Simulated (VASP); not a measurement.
Input of a VASP 6.6.1 run:

File INCAR:

```
  PREC = Accurate
  ENCUT = 520
  EDIFF = 1E-6
  ISMEAR = 0
  SIGMA = 0.15
  LREAL = False
  LASPH = True
  NELM = 80
  ALGO = Fast
  ISIF = 2
  LWAVE = False
  LCHARG = False
  NBANDS = 26
```

Contents of KPOINTS:

```
regular mesh
0
Gamma
  12 12 12
```

The input POSCAR:

```
AlCu3
1.0
    3.6787514798      0.0000000000      0.0000000000
    0.0000000000      3.6787514798      0.0000000000
    0.0000000000      0.0000000000      3.6787514798
Al Cu
1 3
Direct
    0.0000000000      0.0000000000      0.0000000000
    0.5000000000      0.4946503589      0.0000000000
    0.5000000000      0.0000000000      0.5000000000
    0.0000000000      0.5053496411      0.5000000000
```

Potentials or basis: VASP PAW LDA potentials, release 64 (Al, Cu).

Command:

```bash
$ cat potpaw_LDA.64/Al/POTCAR potpaw_LDA.64/Cu/POTCAR > POTCAR
$ mpirun -np 1 vasp_std > vasp.out
```

Task: Predict the band gap on the k mesh.

Result: Zero (band 18 reaches 11.74 eV, above the bottom of band 19 at 6.34 eV).

Task: Predict the largest force.

Result: 0.093 eV/Å.

Task: Predict the pressure.

Result: -9.8 GPa.

Forces in eV/Å, atoms in the order of the input:
```
Al   0.000  0.000  0.000
Cu   0.000  0.093  0.000
Cu   0.000  0.000  0.000
Cu   0.000 -0.093  0.000
```
